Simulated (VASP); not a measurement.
# H3C5 in VASP: further runs

H3C5 is run at these levels: PBE+D3(BJ); tasks: single point.

Everything below comes from runs of VASP 6.6.1. Logs are shortened: lines on timing, memory, paths and dates and some standing lists are left out, and cuts for length are marked.

### Step 1. The cell of the first run

The cell holds a slab with vacuum, 32 atoms: a = 5.049 Å, b = 5.049 Å, c = 17.136 Å, α = 90.00°, β = 90.00°, γ = 90.00°.

### Step 2. Single point, PBE+D3(BJ)

Input file INCAR:

```
SYSTEM = H3C5
PREC = Accurate ; ENCUT = 520
EDIFF = 1E-6 ; ISMEAR = -1
SIGMA = 0.05 ; LREAL = Auto
LASPH = .True. ; NELM = 100
ALGO = Normal ; ISIF = 2
LWAVE = .False. ; LCHARG = .True.
GGA = PE ; IVDW = 12
LELF = .True. ; LVHAR = .True.
NBANDS = 68
```

Input file KPOINTS:

```
regular mesh
0
Gamma
  2 2 1
  0 0 0
```

Input file POSCAR:

```
H3C5
1.0
    5.0487420000      0.0000000000      0.0000000000
    0.0000000000      5.0487420000      0.0000000000
    0.0000000000      0.0000000000     17.1355610000
H C
12 20
Direct
    0.4277897346      0.0000000000      0.0583581711
    0.0722160095      0.0000000000      0.0583581711
    0.9277954786      0.0000000000      0.0583581711
    0.5722217535      0.0000000000      0.0583581711
    0.4277897346      0.5000057440      0.0583581711
    0.0722160095      0.5000057440      0.0583581711
    0.9277954786      0.5000057440      0.0583581711
    0.5722217535      0.5000057440      0.0583581711
    0.7554159036      0.0142807852      0.3666818962
    0.2600647845      0.5107212846      0.3618731829
    0.7530390739      0.4797234638      0.3604667510
    1.3087814747      1.0299199286      0.3641958381
    0.2500028720      0.0000000000      0.0953981022
    0.7500086160      0.0000000000      0.0953981022
    0.2500028720      0.5000057440      0.0953981022
    0.7500086160      0.5000057440      0.0953981022
    0.2500028720      0.2500028720      0.1474827699
    0.7500086160      0.2500028720      0.1474827699
    0.2500028720      0.7500086160      0.1474827699
    0.7500086160      0.7500086160      0.1474827699
    0.0234315796      0.2464772413      0.1999642731
    0.4996888334      0.2445757775      0.1977466626
   -0.0069126131      0.7568221945      0.2062085974
    0.4873887396      0.7519695005      0.2059576573
    0.0174300846      0.0151522894      0.2547159092
    0.5110778091      0.0225204615      0.2588301603
    0.0104382438      0.4854278551      0.2536246114
    0.4953709261      0.4840017573      0.2530702088
    0.2588961765      0.0906562466      0.3054933539
    0.7576936987      0.0919040822      0.3061878161
    0.2619068275      0.4173316838      0.3063220399
    0.7499095814      0.4119045893      0.3020502218
```

Potentials or basis: VASP PAW PBE potentials, release 64 (H, C).

The run is started by

```console
cat potpaw_PBE.64/H/POTCAR potpaw_PBE.64/C/POTCAR > POTCAR
mpirun -np 1 vasp_std > vasp.out
```

OUTCAR:

```text
SYSTEM = H3C5
   PREC = Accurate
   ENCUT = 520
   EDIFF = 1E-6
   ISMEAR = -1
   LREAL = Auto
   LASPH = .True.
   NELM = 100
   ISIF = 2
   GGA = PE
   IVDW = 12
 IVDW          = 12

 ion  position               nearest neighbor table
   1  0.428  0.000  0.058-   4 0.73  13 1.10
   2  0.072  0.000  0.058-   3 0.73  13 1.10
   3  0.928  0.000  0.058-   2 0.73  14 1.10
   4  0.572  0.000  0.058-   1 0.73  14 1.10
   5  0.428  0.500  0.058-   8 0.73  15 1.10
   6  0.072  0.500  0.058-   7 0.73  15 1.10
   7  0.928  0.500  0.058-   6 0.73  16 1.10
   8  0.572  0.500  0.058-   5 0.73  16 1.10
   9  0.755  0.014  0.367-  30 1.11
  10  0.260  0.511  0.362-  31 1.06
  11  0.753  0.480  0.360-  32 1.06
  12  0.309  0.030  0.364-  29 1.08
  13  0.250  0.000  0.095-   2 1.10   1 1.10  19 1.55  17 1.55
  14  0.750  0.000  0.095-   4 1.10   3 1.10  20 1.55  18 1.55
  15  0.250  0.500  0.095-   6 1.10   5 1.10  17 1.55  19 1.55
  16  0.750  0.500  0.095-   8 1.10   7 1.10  18 1.55  20 1.55
  17  0.250  0.250  0.147-  21 1.46  22 1.53  15 1.55  13 1.55
  18  0.750  0.250  0.147-  22 1.53  16 1.55  14 1.55  21 1.65
[... 12 lines left out ...]
  31  0.262  0.417  0.306-  10 1.06  28 1.53  27 1.60  29 1.65
  32  0.750  0.412  0.302-  11 1.06  28 1.58  27 1.60  30 1.62

  LATTYP: Found a simple tetragonal cell.
 ALAT       =     5.0487420000
 C/A-ratio  =     3.3940258781

  Lattice vectors:

 A1 = (   5.0487420000,   0.0000000000,   0.0000000000)
 A2 = (   0.0000000000,   5.0487420000,   0.0000000000)
 A3 = (   0.0000000000,   0.0000000000,  17.1355610000)

Analysis of symmetry for initial positions (statically):
=====================================================================
 Subroutine PRICEL returns:
 Original cell was already a primitive cell.

 Routine SETGRP: Setting up the symmetry group for a
 simple tetragonal supercell.

 Subroutine GETGRP returns: Found  1 space group operations
 (whereof  1 operations were pure point group operations)
 out of a pool of 16 trial point group operations.

The static configuration has the point symmetry C_1 .

Analysis of symmetry for dynamics (positions and initial velocities):
=====================================================================
 Subroutine PRICEL returns:
 Original cell was already a primitive cell.

 Routine SETGRP: Setting up the symmetry group for a
 simple tetragonal supercell.

 Subroutine GETGRP returns: Found  1 space group operations
[... 146 lines left out ...]
   IBRION =     -1    ionic relax: 0-MD 1-quasi-New 2-CG
   NFREE  =      0    steps in history (QN), initial steepest desc. (CG)
   ISIF   =      2    stress and relaxation
   ISYM   =      2    0-nonsym 1-usesym 2-fastsym
   POTIM  = 0.5000    time-step for ionic-motion
   TEBEG  =    0.0;   TEEND  =   0.0 temperature during run
   PSTRESS=    0.0 pullay stress
   NELECT =      92.0000    total number of electrons
   NUPDOWN=      -1.0000    fix difference up-down
   EMIN   =  10.00;   EMAX   =-10.00  energy-range for DOS
   EFERMI =   0.00;   METHOD = LEGACY
   ISMEAR =    -1;   SIGMA  =   0.05  broadening in eV -4-tet -1-fermi 0-gaus
   EFERMI_NEDOS =   21; number of points for ismear=-14 and -15
   IALGO  =     38    algorithm
   IMIX   =      4    mixing-type and parameters
     AMIX     =   0.40;   BMIX     =  1.00
     AMIX_MAG =   1.60;   BMIX_MAG =  1.00
  volume/ion in A,a.u.               =      13.65        92.11
  Fermi-wavevector in a.u.,A,eV,Ry     =   0.974053  1.840693 12.908923  0.948779
  Thomas-Fermi vector in A             =   2.104482
   LORBIT       =      0    0 simple, 1 ext, 2 COOP (PROOUT), +10 PAW based schemes
   GGA     = PE    functional components
   LHFCALC =     F    Hartree Fock is set to
   AEXX    =    0.0000 exact exchange contribution
   IVDW    =    12    specifies the selected vdW correction
   LEPSILON=     F    determine dielectric tensor
   LRPA    =     F    only Hartree local field effects (RPA)
 non-spin polarized calculation
  energy-cutoff  :      520.00
  volume of cell :      436.78
 maximum number of plane-waves:     11780
 NGX is ok and might be reduce to    40
   NGX = 19   NGY = 19   NGZ = 63

 number of electron      92.0000002 magnetization

 Free energy of the ion-electron system (eV)
  ---------------------------------------------------
  ext. energy  EPLUGINS =         0.00000000
  ---------------------------------------------------
  free energy    TOTEN  =      -209.00504137 eV

  energy without entropy =     -209.00504127  energy(sigma->0) =     -209.00504132

 E-fermi :   2.0449     XC(G=0):  -5.1386

 val. band max:        1.2317539870   @ k =   0.0000   0.5000   0.0000
 cond. band min:       2.8446120931   @ k =   0.0000   0.0000   0.0000
 fundamental gap:      1.6128581061
 Fermi energy:         2.0449205089

 k-point     1 :       0.0000    0.0000    0.0000
  band No.  band energies     occupation
      1     -19.8358      2.00000
      2     -17.8045      2.00000
      3     -15.6847      2.00000
      4     -15.3813      2.00000
      5     -15.3349      2.00000
      6     -15.1441      2.00000
[... 233 lines left out ...]
     57       6.2895      0.00000
     58       6.5015      0.00000
 [bands above 58 left out]

------------------------ aborting loop because EDIFF is reached ----------------------------------------

 Edisp (eV)   -3.29487

 E8    (eV) :    -0.9353

  FORCE on cell =-STRESS in cart. coord.  units (eV):
  Direction    XX          YY          ZZ          XY          YZ          ZX
  --------------------------------------------------------------------------------------
  -------------------------------------------------------------------------------------
  Total      68.53245    -8.92739   -15.46684     1.51114     0.51962    -4.05338
  in kB     251.38660   -32.74691   -56.73454     5.54307     1.90604   -14.86837
  external pressure =       53.97 kB  Pullay stress =        0.00 kB

 VOLUME and BASIS-vectors are now :
 -----------------------------------------------------------------------------
  energy-cutoff  :      520.00
  volume of cell :      436.78
      direct lattice vectors                 reciprocal lattice vectors
     5.048742000  0.000000000  0.000000000     0.198069143  0.000000000  0.000000000
     0.000000000  5.048742000  0.000000000     0.000000000  0.198069143  0.000000000
     0.000000000  0.000000000 17.135561000     0.000000000  0.000000000  0.058358171

 POSITION                                       TOTAL-FORCE (eV/Angst)
 -----------------------------------------------------------------------------------
      2.15980      0.00000      1.00000        -8.924140      0.000529      0.102540
      0.36460      0.00000      1.00000         8.925108     -0.071565      0.086047
      4.68420      0.00000      1.00000        -8.930157     -0.039205      0.079356
      2.88900      0.00000      1.00000         8.913249     -0.048783      0.079212
      2.15980      2.52440      1.00000        -8.925818      0.013379      0.121506
      0.36460      2.52440      1.00000         8.908518      0.045099      0.139010
[... 24 lines left out ...]
      1.32230      2.10700      5.24900        -1.470376     -0.508037     -3.062171
      3.78610      2.07960      5.17580         1.026478     -0.332420     -1.988487
 -----------------------------------------------------------------------------------
    total drift:                               -0.010819      0.026972      0.010239

  FREE ENERGIE OF THE ION-ELECTRON SYSTEM (eV)
  ---------------------------------------------------
  free  energy   TOTEN  =      -212.2999066176 eV

  energy  without entropy=     -212.2999065192  energy(sigma->0) =     -212.29990657
```

stdout:

```text
POSCAR found type information on POSCAR H C
 POSCAR found :  2 types and      32 ions
 scaLAPACK will be used
 LDA part: xc-table for (Slater+PW92), standard interpolation
 POSCAR, INCAR and KPOINTS ok, starting setup
 FFT: planning ... GRIDC
 FFT: planning ... GRID_SOFT
 FFT: planning ... GRID
 WAVECAR not read
 entering main loop
```

Wall time 4.2 min (1 thread of Intel Xeon Platinum 8488C (Sapphire Rapids), shared host); peak memory 0.49 GiB.

Results:

```yaml
Free_energy: -212.2999 eV
Largest_force: 8.957 eV/Å
Band_gap_on_the_k_mesh: 1.61 eV
Dispersion_energy_per_atom: -0.103 eV
```

Forces in eV/Å, atoms in the order of the input:
```
H   -8.924  0.001  0.103
H    8.925 -0.072  0.086
H   -8.930 -0.039  0.079
H    8.913 -0.049  0.079
H   -8.926  0.013  0.122
H    8.909  0.045  0.139
H   -8.957  0.022  0.074
H    8.918  0.066  0.120
H    0.150 -0.016 -0.388
H    0.075  0.411  1.100
H   -0.057  1.028  1.160
H   -1.116 -0.806  0.709
C   -0.058 -0.195  1.057
C    0.067 -0.046  1.315
C    0.036  0.154  1.449
C    0.234  0.032  1.582
C    1.670 -0.655 -2.256
C    1.094 -0.384 -1.165
C   -0.753  0.591  1.075
C   -0.788  0.464  1.420
C   -4.020  1.029 -1.500
C    1.054  1.075 -0.259
C    1.756 -1.519 -0.988
C    2.231 -0.226 -0.231
C   -1.847  0.327  1.960
C   -1.366 -0.979 -1.951
C   -1.017 -0.126  1.581
C    1.302 -0.077  0.946
C    1.418  0.679 -0.590
C    0.452  0.092 -1.776
C   -1.470 -0.508 -3.062
C    1.026 -0.332 -1.988
```

Levels at points of the mesh, in eV from the valence-band top:
```
           k point  band 43  band 44  band 45  band 46  band 47  band 48  band 49  band 50
(0.00, 0.00, 0.00)    -2.44    -2.18    -0.70    -0.06     1.61     1.87     3.18     3.53
(0.50, 0.00, 0.00)    -2.59    -2.48    -2.40    -2.27     2.73     2.89     2.95     3.00
(0.00, 0.50, 0.00)    -3.02    -2.12    -0.30     0.00     2.70     2.71     3.00     3.21
(0.50, 0.50, 0.00)    -3.14    -3.12    -2.73    -2.64     3.58     3.77     3.80     3.86
```

Caveat: the k points lie up to 0.62 Å⁻¹ apart.

### Step 3. Single point, PBE+D3(BJ)

Input file INCAR:

```
SYSTEM = H3C5
  PREC = Accurate
  ENCUT = 520
  EDIFF = 1E-6
  ISMEAR = -1
  SIGMA = 0.05
  LREAL = Auto
  LASPH = .TRUE.
  NELM = 60
  ALGO = Normal
  ISIF = 2
  LWAVE = .FALSE.
  LCHARG = .FALSE.
  GGA = PE
  IVDW = 12
  NBANDS = 68
```

Input file KPOINTS:

```
regular mesh
0
G
  2 2 1
  0 0 0
```

Input file POSCAR:

```
H3C5
1.0
    5.0487420000      0.0000000000      0.0000000000
    0.0000000000      5.0487420000      0.0000000000
    0.0000000000      0.0000000000     17.1355610000
H C
12 20
Direct
    0.4277897346      0.0000000000      0.0583581711
    0.0722160095      0.0000000000      0.0583581711
    0.9277954786      0.0000000000      0.0583581711
    0.5722217535      0.0000000000      0.0583581711
    0.4277897346      0.5000057440      0.0583581711
    0.0722160095      0.5000057440      0.0583581711
    0.9277954786      0.5000057440      0.0583581711
    0.5722217535      0.5000057440      0.0583581711
    0.7690430606      0.0173904707      0.3540123373
    0.2467545381      0.5056705215      0.3589786176
    0.6998377021      0.5080671581      0.3542574416
    1.2616410187      0.9493652082      0.3449959998
    0.2500028720      0.0000000000      0.0953981022
    0.7500086160      0.0000000000      0.0953981022
    0.2500028720      0.5000057440      0.0953981022
    0.7500086160      0.5000057440      0.0953981022
    0.2500028720      0.2500028720      0.1474827699
    0.7500086160      0.2500028720      0.1474827699
    0.2500028720      0.7500086160      0.1474827699
    0.7500086160      0.7500086160      0.1474827699
   -0.0088140769      0.2649768992      0.1982427071
    0.4833283222      0.2484183189      0.1933873072
    0.0022976021      0.7437496311      0.2013298543
    0.5075917922      0.7374114185      0.2038976139
   -0.0067541578      0.0226789168      0.2436920507
    0.4943409665      0.0066749301      0.2460438850
   -0.0062589849      0.4937071453      0.2543949393
    0.4970545138      0.4885375406      0.2489793010
    0.2259176642      0.0849320484      0.2935124213
    0.7518308521      0.0838624750      0.2918550493
    0.2537067650      0.4027934087      0.3010639687
    0.7297065289      0.4238877724      0.2958467482
```

Potentials or basis: VASP PAW PBE potentials, release 64 (H, C).

The run is started by

```console
cat potpaw_PBE.64/H/POTCAR potpaw_PBE.64/C/POTCAR > POTCAR
mpirun -np 1 vasp_std > vasp.out
```

Run time: 4 min. Hardware: 1 thread of Intel Xeon Platinum 8488C (Sapphire Rapids), shared host; peak memory 0.49 GiB.

The run converged. Its results:

* Free energy: -211.6622 eV
* Largest force: 8.971 eV/Å
* Band gap on the k mesh: 1.89 eV, direct
* Dispersion energy per atom: -0.105 eV

Forces in eV/Å, atoms in the order of the input:
```
H   -8.954  0.000  0.155
H    8.960 -0.079  0.089
H   -8.938 -0.132  0.099
H    8.970  0.017  0.148
H   -8.938  0.070  0.061
H    8.949  0.012  0.085
H   -8.932  0.064  0.085
H    8.958  0.046  0.053
H   -0.308 -0.280 -0.609
H    0.335 -0.817 -0.303
H    0.563 -0.247  0.277
H   -0.974  1.129  0.066
C   -0.287 -0.154  1.187
C    0.195 -0.050  1.272
C    0.044  0.151  0.615
C   -0.116  0.046  0.607
C   -2.641  1.035 -4.005
C   -1.386  1.041 -3.307
C    0.456 -1.015 -0.248
C    0.472 -1.137 -0.264
C    1.096 -0.905 -3.925
C    3.937 -0.096  0.306
C   -0.345  2.112 -0.088
C   -2.054  2.823 -2.116
C   -0.142 -1.022  2.918
C   -0.131  1.641  2.002
C    0.306 -0.660 -0.130
C   -1.489 -2.743  0.709
C    4.221 -1.584  1.648
C   -2.310  0.638  2.149
C   -2.060  1.411 -0.429
C    2.542 -1.315  0.894
```

Levels at points of the mesh, in eV from the valence-band top:
```csv
k point,band 43,band 44,band 45,band 46,band 47,band 48,band 49,band 50
"(0.00, 0.00, 0.00)",-2.46,-2.15,-0.53,0.00,1.89,2.19,3.38,3.76
"(0.50, 0.00, 0.00)",-2.56,-2.41,-2.04,-1.89,3.08,3.17,3.24,3.28
"(0.00, 0.50, 0.00)",-2.50,-2.26,-0.20,-0.04,2.95,2.96,3.20,3.63
"(0.50, 0.50, 0.00)",-2.99,-2.93,-2.43,-2.21,3.81,3.89,4.00,4.06
```

Caveat: the k points lie up to 0.62 Å⁻¹ apart.
